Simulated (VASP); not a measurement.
Crystal: Sn.

```
Sn
1.0
     0.00000    3.23334    3.23334
     3.23334    0.00000    3.23334
     3.23334    3.23334    0.00000
Sn
2
Direct
  0.50000 0.50000 0.50000
  0.75000 0.75000 0.75000
```

This isn't the form of Sn at room conditions, which is tetragonal (white tin).

Base run:

| Quantity | Value |
| --- | --- |
| Program | VASP 6.6.1 |
| Functional | BLYP |
| Potentials or basis | VASP PAW PBE potentials, release 64 (Sn_d) |
| Cutoff | 500 eV |
| k mesh | 8 × 8 × 8 |
| Occupations | gaussian, width 0.1 eV |
| Spin | no spin polarisation |

Its results: band gap on the k mesh zero (bands 14 and 15 overlap by 0.09 eV); pressure 6.5 GPa.

The run is repeated on the same cell with these changes: functional from BLYP to PBE. What comes out?

Band gap on the k mesh zero (bands 14 and 15 overlap by 0.07 eV); pressure 3.8 GPa.

PBE binds more tightly than BLYP, so the same cell stands under less pressure.

Caveats: the cell stands under pressure; spin-orbit coupling is left out, which moves the levels of the heavy elements; the PAW data sets were made with another functional, which shifts forces and pressure a little (at least some runs).
